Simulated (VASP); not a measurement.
# BaS (Fm-3m) in VASP: vibrations by perturbation theory with PBEsol

Aim: the vibrations by perturbation theory of BaS with PBEsol.

Everything below comes from runs of VASP 6.6.1. Logs are shortened: lines on timing, memory, paths and dates and some standing lists are left out, and cuts for length are marked.

## Step 1: The cell of the first run

It takes space group Fm-3m (No. 225, cubic). The conventional cell has a = 5.759 Å, b = 5.759 Å, c = 5.759 Å, α = 90.00°, β = 90.00°, γ = 90.00°. Within 3.8 Å of Ba (site symmetry m-3m) lie 6 S at 2.88 Å. S (site symmetry m-3m) has 6 Ba at 2.88 Å within 3.8 Å.

## Step 2: Vibrations by perturbation theory, PBEsol

File INCAR:

```
PREC = Accurate
ENCUT = 520
EDIFF = 1E-8
ISMEAR = 0
SIGMA = 0.01
LREAL = F
LASPH = T
NELM = 80
ALGO = Normal
ISIF = 2
LWAVE = F
LCHARG = T
GGA = PS
NBANDS = 15
IBRION = 8
NSW = 1
LEPSILON = T
```

File KPOINTS:

```
Automatic mesh
0
Gamma
  8 8 8
```

File POSCAR:

```
BaS
1.0
    0.0000000000      2.8792967765      2.8792967765
    2.8792967765      0.0000000000      2.8792967765
    2.8792967765      2.8792967765      0.0000000000
Ba S
1 1
Direct
    0.0000000000      0.0000000000      0.0000000000
    0.5000000000      0.5000000000      0.5000000000
```

Potentials or basis: VASP PAW PBE potentials, release 64 (Ba_sv, S).

The run is started by

```console
$ cat potpaw_PBE.64/Ba_sv/POTCAR potpaw_PBE.64/S/POTCAR > POTCAR
$ mpirun -np 1 vasp_std > vasp.out
```

OUTCAR:

```text
PREC = Accurate
   ENCUT = 520
   EDIFF = 1E-8
   ISMEAR = 0
   LREAL = F
   LASPH = T
   NELM = 80
   ISIF = 2
   GGA = PS
   IBRION = 8
   NSW = 1
   LEPSILON = T

 ion  position               nearest neighbor table
   1  0.000  0.000  0.000-   2 2.88   2 2.88   2 2.88   2 2.88   2 2.88   2 2.88
   2  0.500  0.500  0.500-   1 2.88   1 2.88   1 2.88   1 2.88   1 2.88   1 2.88

  LATTYP: Found a face centered cubic cell.
 ALAT       =     5.7585935530

  Lattice vectors:

 A1 = (   0.0000000000,   2.8792967765,   2.8792967765)
 A2 = (   2.8792967765,   0.0000000000,   2.8792967765)
 A3 = (   2.8792967765,   2.8792967765,   0.0000000000)

Analysis of symmetry for initial positions (statically):
=====================================================================
 Subroutine PRICEL returns:
 Original cell was already a primitive cell.

 Routine SETGRP: Setting up the symmetry group for a
 face centered cubic supercell.

 Subroutine GETGRP returns: Found 48 space group operations
 (whereof 48 operations were pure point group operations)
 out of a pool of 48 trial point group operations.

The static configuration has the point symmetry O_h .

Analysis of symmetry for dynamics (positions and initial velocities):
=====================================================================
 Subroutine PRICEL returns:
 Original cell was already a primitive cell.

 Routine SETGRP: Setting up the symmetry group for a
 face centered cubic supercell.

 Subroutine GETGRP returns: Found 48 space group operations
 (whereof 48 operations were pure point group operations)
 out of a pool of 48 trial point group operations.

The dynamic configuration has the point symmetry O_h .

 Subroutine INISYM returns: Found 48 space group operations
 (whereof 48 operations are pure point group operations),
 and found     1 'primitive' translations

----------------------------------------------------------------------------------------

                                     Primitive cell

  volume of cell :      47.7408

  direct lattice vectors                    reciprocal lattice vectors
     0.000000000  2.879296776  2.879296776    -0.173653513  0.173653513  0.173653513
     2.879296776  0.000000000  2.879296776     0.173653513 -0.173653513  0.173653513
     2.879296776  2.879296776  0.000000000     0.173653513  0.173653513 -0.173653513

  length of vectors
     4.071940551  4.071940551  4.071940551     0.300776707  0.300776707  0.300776707

  position of ions in fractional coordinates (direct lattice)
     0.000000000  0.000000000  0.000000000
     0.500000000  0.500000000  0.500000000

  ion indices of the primitive-cell ions
   primitive index   ion index
                 1           1
                 2           2

----------------------------------------------------------------------------------------

 KPOINTS: Automatic mesh

Automatic generation of k-mesh.
 Grid dimensions read from file:
 generate k-points for:    8    8    8

 Generating k-lattice:

  Cartesian coordinates                     Fractional coordinates (reciprocal lattice)
    -0.021706689  0.021706689  0.021706689     0.125000000  0.000000000  0.000000000
     0.021706689 -0.021706689  0.021706689     0.000000000  0.125000000  0.000000000
     0.021706689  0.021706689 -0.021706689     0.000000000  0.000000000  0.125000000

  Length of vectors
     0.037597088  0.037597088  0.037597088

  Shift w.r.t. Gamma in fractional coordinates (k-lattice)
     0.000000000  0.000000000  0.000000000

 Subroutine IBZKPT returns following result:
 ===========================================

 Found     29 irreducible k-points:

 Following reciprocal coordinates:
            Coordinates               Weight
  0.000000  0.000000  0.000000      1.000000
[... 535 lines left out ...]
  energy-cutoff  :      520.00
  volume of cell :       47.74
      direct lattice vectors                 reciprocal lattice vectors
     0.000000000  2.879296776  2.879296776    -0.173653513  0.173653513  0.173653513
     2.879296776  0.000000000  2.879296776     0.173653513 -0.173653513  0.173653513
     2.879296776  2.879296776  0.000000000     0.173653513  0.173653513 -0.173653513

 POSITION                                       TOTAL-FORCE (eV/Angst)
 -----------------------------------------------------------------------------------
      0.00000      0.00000      0.00000        -0.000000      0.000000      0.000000
      2.87930      2.87930      2.87930         0.000000     -0.000000     -0.000000
 -----------------------------------------------------------------------------------
    total drift:                               -0.000000      0.000000      0.000000

  FREE ENERGIE OF THE ION-ELECTRON SYSTEM (eV)
  ---------------------------------------------------
  free  energy   TOTEN  =        -9.6520137573 eV

  energy  without entropy=       -9.6520137573  energy(sigma->0) =       -9.65201376

 HEAD OF MICROSCOPIC STATIC DIELECTRIC TENSOR (INDEPENDENT PARTICLE, excluding Hartree and local field effects)
 ------------------------------------------------------
           8.579084    -0.000000    -0.000000
          -0.000000     8.579084     0.000000
           0.000000     0.000000     8.579084
 ------------------------------------------------------

 Free energy of the ion-electron system (eV)
  ---------------------------------------------------
  ---------------------------------------------------
  free energy    TOTEN  =        -0.96455871 eV

  energy without entropy =       -0.96455871

------------------------ aborting loop because EDIFF is reached ----------------------------------------

--------------------------------------- Ionic step        2  -------------------------------------------

------------------------ aborting loop because EDIFF is reached ----------------------------------------

--------------------------------------- Ionic step        3  -------------------------------------------

------------------------ aborting loop because EDIFF is reached ----------------------------------------

 PIEZOELECTRIC TENSOR FIELD DIRECTION 3  (e Angst)
 -----------------------------------------------------------------------------
    -0.00104  0.00000 -0.00000           (  0.00001  0.00000  0.00000)
     0.00000 -0.00104  0.00000           (  0.00000  0.00001  0.00000)
     0.00000 -0.00000 -0.00228           (  0.00000  0.00000  0.00001)

 PIEZOELECTRIC TENSOR FIELD DIRECTION 3  (C/m^2)
 -----------------------------------------------------------------------------
    -0.00035  0.00000 -0.00000
     0.00000 -0.00035  0.00000
     0.00000 -0.00000 -0.00077

--------------------------------------- Ionic step        4  -------------------------------------------

------------------------ aborting loop because EDIFF is reached ----------------------------------------

[... ionic steps 5 to 6 ...]

--------------------------------------- Ionic step        7  -------------------------------------------

 Free energy of the ion-electron system (eV)
  ---------------------------------------------------
  ---------------------------------------------------
  free energy    TOTEN  =        -0.11210262 eV

  energy without entropy =       -0.11210262

------------------------ aborting loop because EDIFF is reached ----------------------------------------

 INTERNAL STRAIN TENSOR  FOR ION    2  DIRECTION 1   (eV/Angst):
 -----------------------------------------------------------------------------
    -0.02043 -0.00000  0.00000
     0.00000  0.00222  0.00000
     0.00000  0.00000  0.00222

 MACROSCOPIC STATIC DIELECTRIC TENSOR (including local field effects in DFT)
 ------------------------------------------------------
           7.869858     0.000000     0.000000
          -0.000000     7.869858     0.000000
          -0.000000     0.000000     7.869858
 ------------------------------------------------------

 PIEZOELECTRIC TENSOR (including local field effects)  for field in x, y, z        (e  Angst)
          XX          YY          ZZ          XY          YZ          ZX
  --------------------------------------------------------------------------------
  x     0.00000     0.00000     0.00000     0.00000     0.00000     0.00000
  y     0.00000     0.00000     0.00000     0.00000     0.00000     0.00000
  z     0.00000     0.00000     0.00000     0.00000     0.00000     0.00000

 PIEZOELECTRIC TENSOR (including local field effects)  for field in x, y, z        (C/m^2)
          XX          YY          ZZ          XY          YZ          ZX
  --------------------------------------------------------------------------------
  x     0.00000     0.00000     0.00000     0.00000     0.00000     0.00000
  y     0.00000     0.00000     0.00000     0.00000     0.00000     0.00000
  z     0.00000     0.00000     0.00000     0.00000     0.00000     0.00000

 BORN EFFECTIVE CHARGES (including local field effects) (in |e|, cummulative output)
 ---------------------------------------------------------------------------------
 ion    1
    1     3.19355    -0.00000     0.00000
    2     0.00000     3.19355     0.00000
    3     0.00000     0.00000     3.19355
 ion    2
    1    -3.19355     0.00000     0.00000
    2    -0.00000    -3.19355     0.00000
    3     0.00000     0.00000    -3.19355

 INTERNAL STRAIN TENSOR FOR ION    2 for displacements in x,y,z  (eV/Angst):
          X           Y           Z          XY          YZ          ZX
  --------------------------------------------------------------------------------
  x     0.00000     0.00000     0.00000     0.00000     0.00000     0.00000
  y     0.00000     0.00000     0.00000     0.00000     0.00000     0.00000
  z     0.00000     0.00000     0.00000     0.00000     0.00000     0.00000

 SECOND DERIVATIVES (NOT SYMMETRIZED)
 ------------------------------------
               1X          1Y          1Z          2X          2Y          2Z
  1X    -5.235567    0.000000    0.000000    5.235567    0.000000    0.000000
  1Y     0.000000   -5.235567    0.000000    0.000000    5.235567    0.000000
  1Z     0.000000    0.000000   -5.235567    0.000000    0.000000    5.235567
  2X     5.235417    0.000000    0.000000   -5.235417    0.000000    0.000000
  2Y     0.000000    5.235417    0.000000    0.000000   -5.235417    0.000000
  2Z     0.000000    0.000000    5.235417    0.000000    0.000000   -5.235417

 Eigenvectors and eigenvalues of the dynamical matrix
 ----------------------------------------------------

   1 f  =    7.015763 THz    44.081338 2PiTHz  234.020656 cm-1    29.014850 meV
             X         Y         Z           dx          dy          dz
      0.000000  0.000000  0.000000     0.000000    0.435091    0.000000
      2.879297  2.879297  2.879297     0.000000   -0.900387    0.000000
[... 21 lines left out ...]
   6 f/i=    0.000039 THz     0.000248 2PiTHz    0.001315 cm-1     0.000163 meV
             X         Y         Z           dx          dy          dz
      0.000000  0.000000  0.000000     0.000000   -0.900387    0.000000
      2.879297  2.879297  2.879297     0.000000   -0.435091    0.000000

--------------------------------------------------------------------------------------------------------

 MACROSCOPIC STATIC DIELECTRIC TENSOR IONIC CONTRIBUTION
 ------------------------------------------------------
           7.383581     0.000000     0.000000
           0.000000     7.383581     0.000000
           0.000000     0.000000     7.383581
 ------------------------------------------------------

 ELASTIC MODULI CONTR FROM IONIC RELAXATION (kBar)
 Direction    XX          YY          ZZ          XY          YZ          ZX
 --------------------------------------------------------------------------------
 XX           0.0000      0.0000      0.0000      0.0000      0.0000      0.0000
 YY           0.0000      0.0000      0.0000      0.0000      0.0000      0.0000
 ZZ           0.0000      0.0000      0.0000      0.0000      0.0000      0.0000
 XY           0.0000      0.0000      0.0000      0.0000      0.0000      0.0000
 YZ           0.0000      0.0000      0.0000      0.0000      0.0000      0.0000
 ZX           0.0000      0.0000      0.0000      0.0000      0.0000      0.0000
 --------------------------------------------------------------------------------

 PIEZOELECTRIC TENSOR IONIC CONTR  for field in x, y, z        (C/m^2)
          XX          YY          ZZ          XY          YZ          ZX
  --------------------------------------------------------------------------------
  x     0.00000     0.00000     0.00000     0.00000     0.00000     0.00000
  y     0.00000     0.00000     0.00000     0.00000     0.00000     0.00000
  z     0.00000     0.00000     0.00000     0.00000     0.00000     0.00000
```

It took 3.5 min on 1 thread of Intel Xeon 6975P-C (Granite Rapids), shared host; peak memory 0.27 GiB.

Results:

```
Electronic dielectric tensor (diagonal)                 : 7.87
Born charges (mean of the diagonal)                     : Ba +3.19; S -3.19 e
Highest phonon frequency at Γ, LO-TO splitting left out : 234 cm⁻¹
```

Phonon frequencies in cm⁻¹ (negative: imaginary):
```tsv
q point	frequencies
(0.000, 0.000, 0.000)	0 0 0 234 234 234
```

Electronic dielectric tensor:
```
7.87 0.00 0.00
0.00 7.87 0.00
0.00 0.00 7.87
```

Born effective charge tensors (e):
atom 1, Ba
```
3.19 0.00 0.00
0.00 3.19 0.00
0.00 0.00 3.19
```
atom 2, S
```
-3.19  0.00  0.00
 0.00 -3.19  0.00
 0.00  0.00 -3.19
```

Caveat: the cell stands under pressure or tension, which shifts response properties; spin-orbit coupling is left out, which moves the levels of the heavy elements.
